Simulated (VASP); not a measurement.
Here is a VASP 6.6.1 calculation.

File INCAR:

```
SYSTEM = B5C
ALGO = Normal
EDIFF = 1E-6
ENCUT = 520
GGA = PE
ISIF = 2
ISMEAR = 0
LASPH = .TRUE.
LCHARG = .FALSE.
LREAL = .FALSE.
LWAVE = .FALSE.
NBANDS = 18
NELM = 60
PREC = Accurate
SIGMA = 0.1
```

File KPOINTS:

```
k-points
0
G
  6 6 2
  0 0 0
```

Contents of POSCAR:

```
B5C
1.0
    2.5102171300      0.0000000000      0.0000000000
   -1.2551085600      2.1739118000      0.0000000000
    0.0000000000      0.0000000000     12.5608404700
B C
5 1
Direct
    0.6666666700      0.3333333300      0.1697627500
    0.0000000000      0.0000000000      0.3333671700
    0.6666666700      0.3333333300      0.5000000000
    0.0000000000      0.0000000000      0.6666328300
    0.6666666700      0.3333333300      0.8302372500
    0.0000000000      0.0000000000      0.0000000000
```

Potentials or basis: VASP PAW PBE potentials, release 64 (B, C).

Run with:

```sh
$ cat potpaw_PBE.64/B/POTCAR potpaw_PBE.64/C/POTCAR > POTCAR
$ mpirun -np 1 vasp_std > vasp.out
```

(1) Estimate the pressure.

(2) What does it give for the largest force?

## Answers

(1) -36.5 GPa.

(2) 0.585 eV/Å.

Caveat: the k points lie up to 0.48 Å⁻¹ apart.
